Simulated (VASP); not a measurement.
A run of VASP 6.6.1 is set up as follows.

The input INCAR:

```
ALGO = Normal
EDIFF = 1E-6
ENCUT = 520
GGA = PS
ISIF = 2
ISMEAR = -1
LASPH = T
LCHARG = T
LELF = T
LREAL = F
LVHAR = T
LWAVE = F
NBANDS = 18
NELM = 60
PREC = Accurate
SIGMA = 0.1
```

KPOINTS

```
k-points
0
Gamma
  12 12 12
```

POSCAR

```
YZn
1.0
    3.4443993154      0.0000000000      0.0000000000
    0.0000000000      3.4443993154      0.0000000000
    0.0000000000      0.0000000000      3.4443993154
Y Zn
1 1
Direct
    0.0000000000      0.0000000000      0.0000000000
    0.5000000000      0.5000000000      0.5000000000
```

Potentials or basis: VASP PAW PBE potentials, release 64 (Y_sv, Zn).

Run with:

```bash
$ cat potpaw_PBE.64/Y_sv/POTCAR potpaw_PBE.64/Zn/POTCAR > POTCAR
$ mpirun -np 1 vasp_std > vasp.out
```

Problem. Predict the pressure.

Solution. 5.0 GPa.

Caveat: the PAW data sets were made with another functional, which shifts forces and pressure a little.
